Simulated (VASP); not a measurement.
The system is MgO (Periclase).

```xyz
2
Lattice="0.0000 1.9840 2.1862 1.9840 0.0000 2.1862 1.9840 1.9840 0.0000" Properties=species:S:1:pos:R:3 pbc="T T T"
Mg    0.0000    0.0000    0.0000
O     1.9840    1.9840    2.1862
```

This cell differs from its parent crystal: epitaxial xy strain -5.6%.

Base run:

| Property | Result |
| --- | --- |
| Program | VASP 6.6.1 |
| Functional | PBE |
| Potentials or basis | VASP PAW PBE potentials, release 64 (Mg, O) |
| Cutoff | 520 eV |
| k mesh | 10 × 10 × 10 |
| Occupations | fermi-dirac, width 0.02 eV |
| Spin | no spin polarisation |

Its results: band gap on the k mesh 5.40 eV, direct; pressure 24.0 GPa.

The run is repeated on the same cell with these changes: functional from PBE to r2SCAN; occupations from fermi-dirac, width 0.02 eV to gaussian, width 0.01 eV. What comes out?

Band gap on the k mesh 6.29 eV, direct; pressure 17.7 GPa.

Caveats: the PAW data sets were made with another functional, which shifts forces and pressure a little (some runs).

